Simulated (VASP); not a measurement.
ZnAg: electric field gradients with LDA

ZnAg:

```xyz
2
Lattice="3.1975 0.0000 0.0000 0.0000 3.1975 0.0000 0.0000 0.0000 3.1975" Properties=species:S:1:pos:R:3 pbc="T T T"
Zn    1.5988    1.5988    1.5988
Ag    0.0000    0.0000    0.0000
```

This cell differs from its parent crystal: volume scaled by 1.04.

```yaml
Program: VASP 6.6.1
Task: electric field gradients
Functional: LDA
Potentials_or_basis: VASP PAW LDA potentials, release 64 (Zn, Ag)
Cutoff: 520 eV
k_mesh: 12 × 12 × 12
Occupations: fermi-dirac, width 0.03 eV
Spin: no spin polarisation
Dipole_correction: no
Further_INCAR_settings: ALGO = Normal; EDIFF = 1e-08; NBANDS = 18
```

```yaml
Pressure: -10.7 GPa
```

Levels at points of the mesh, in eV from the Fermi level:
```tsv
k point	band 8	band 9	band 10	band 11	band 12	band 13	band 14	band 15	band 16	band 17
(0.00, 0.00, 0.00)	-5.31	-4.22	-4.22	-4.22	5.22	5.22	5.22	9.64	10.98	10.98
(0.50, 0.00, 0.00)	-5.08	-4.96	-4.96	-4.33	-2.57	10.13	10.13	10.93	11.14	11.14
(0.50, 0.50, 0.00)	-4.42	-4.42	-3.86	-1.45	-1.45	1.21	2.06	10.42	13.04	13.04
(0.50, 0.50, 0.50)	-5.96	-3.83	-3.83	1.42	4.06	4.06	4.06	4.63	4.63	4.63
```

It took 32 s on 1 thread of Intel Xeon 8259CL, on a shared host, peak memory 0.17 GiB.

Caveat: without QUAD_EFG the Cq values of the log hold for a quadrupole moment of 1 mb, not for the nuclei.
